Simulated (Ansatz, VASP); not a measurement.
# NaCl: VASP beside Ansatz

File POSCAR:

```
NaCl
1.0
    3.4595452951      0.0000000000      0.0000000000
    0.0000000000      3.4595452951      0.0000000000
    0.0000000000      0.0000000000      3.4595452951
Na Cl
1 1
Direct
    0.0000000000      0.0000000000      0.0000000000
    0.5000000000      0.5000000000      0.5000000000
```

INCAR.step1

```
  ALGO = Normal
  EDIFF = 1E-5
  ENCUT = 520
  GGA = PE
  ISIF = 2
  ISMEAR = 0
  LASPH = True
  LCHARG = False
  LREAL = False
  LWAVE = True
  NBANDS = 14
  NELM = 60
  PREC = Accurate
  SIGMA = 0.01
```

The input INCAR.step2:

```
  ALGO = Normal
  EDIFF = 1E-6
  ENCUT = 520
  GGA = PE
  HFSCREEN = 0.2079
  ISIF = 2
  ISMEAR = 0
  ISTART = 1
  LASPH = True
  LCHARG = False
  LHFCALC = True
  LREAL = False
  LWAVE = False
  NBANDS = 14
  NELM = 60
  PREC = Accurate
  PRECFOCK = Normal
  SIGMA = 0.01
```

File KPOINTS:

```
k-points
0
Gamma
  6 6 6
```

Input for Ansatz:

```yaml
crystal:
  lattice:
    - [3.4595452951, 0.0, 0.0]
    - [0.0, 3.4595452951, 0.0]
    - [0.0, 0.0, 3.4595452951]
  atoms:
    - { symbol: Na, position: [0.0, 0.0, 0.0] }
    - { symbol: Cl, position: [0.5, 0.5, 0.5] }
kpoints:
  mp_grid: { grid: [6, 6, 6] }
  band_path:
    path:
      - [0.0, 0.0, 0.0]
      - [0.0, 0.5, 0.0]
      - [0.5, 0.5, 0.0]
      - [0.5, 0.5, 0.5]
      - [0.0, 0.5, 0.5]
    npoints: 1
hamiltonian:
  xc: hse06
scf:
  occupations: { method: fixed }
  n_extra_bands: 4
output:
  forces: true
  stress: true
  eigenvalues: true
```

Alike in both runs: task single point; functional HSE06; k mesh 6 × 6 × 6; no spin polarisation.

```csv
,VASP,Ansatz
version,VASP 6.6.1,Ansatz 0.2.0
potentials or method,"VASP PAW PBE potentials, release 64 (Na_pv, Cl)","plane waves, PAW"
plane-wave cutoff (eV),520,420
occupations,"gaussian, width 0.01 eV",fixed
valence electrons in the cell,14,16
```

VASP gave:

* gap on the k mesh at the Fermi level (eV): 5.42
* pressure (GPa): 0.6

**Question.** What did Ansatz give for the same quantities?

**Answer.** gap on the k mesh at the Fermi level (eV): 5.43; pressure (GPa): 0.6.

VASP's potentials hold 14 valence electrons a cell and Ansatz's 16, so a difference there can come from the potentials and not from the codes. Ansatz's warnings: stress exchange threshold loose, stress scf threshold loose.
